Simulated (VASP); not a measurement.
# KRb2BeF6: single point with PBE

Crystal: KRb2BeF6.

```
F Rb K Be
1.0
     0.00000    4.35656    4.35656
     4.35656    0.00000    4.35656
     4.35656    4.35656    0.00000
F Rb K Be
6 2 1 1
Direct
  0.78000 0.22000 0.22000
  0.22000 0.78000 0.22000
  0.22000 0.78000 0.78000
  0.78000 0.22000 0.78000
  0.22000 0.22000 0.78000
  0.78000 0.78000 0.22000
  0.25000 0.25000 0.25000
  0.75000 0.75000 0.75000
  0.50000 0.50000 0.50000
  0.00000 0.00000 0.00000
```

* Program: VASP 6.6.1
* Task: single point
* Functional: PBE
* Potentials or basis: VASP PAW PBE potentials, release 64 (F, Rb_sv, K_sv, Be)
* Cutoff: 520 eV
* k mesh: 4 × 4 × 4
* Occupations: methfessel-paxton, width 0.05 eV
* Spin: no spin polarisation

| Quantity | Value |
| --- | --- |
| Pressure | -1.9 GPa |
| Largest force | 1.546 eV/Å |

Forces in eV/Å, atoms in the order of the input:
```
F   -1.546  0.000  0.000
F    0.000 -1.546  0.000
F    1.546  0.000  0.000
F    0.000  1.546  0.000
F    0.000  0.000 -1.546
F    0.000  0.000  1.546
Rb   0.000  0.000  0.000
Rb   0.000  0.000  0.000
K    0.000  0.000  0.000
Be   0.000  0.000  0.000
```

Levels at points of the mesh, in eV from the Fermi level:
```
           k point  band 32  band 33  band 34  band 35  band 36  band 37  band 38  band 39
(0.00, 0.00, 0.00)    -0.17    -0.17     0.05     0.05     0.05     7.06     9.47     9.47
(0.50, 0.00, 0.00)    -0.29    -0.29    -0.06    -0.06    -0.05     9.09     9.15    10.69
(0.50, 0.50, 0.00)    -0.24    -0.24    -0.23    -0.23     0.04     9.17     9.86     9.96
```

It took 64 s on 1 thread of Intel(R) Xeon(R) Platinum 8375C CPU @ 2.90GHz (Ice Lake) (shared host), peak memory 0.34 GiB.

Caveat: an odd number of electrons without spin polarisation forces a metal; a magnetic or distorted state may lie lower.
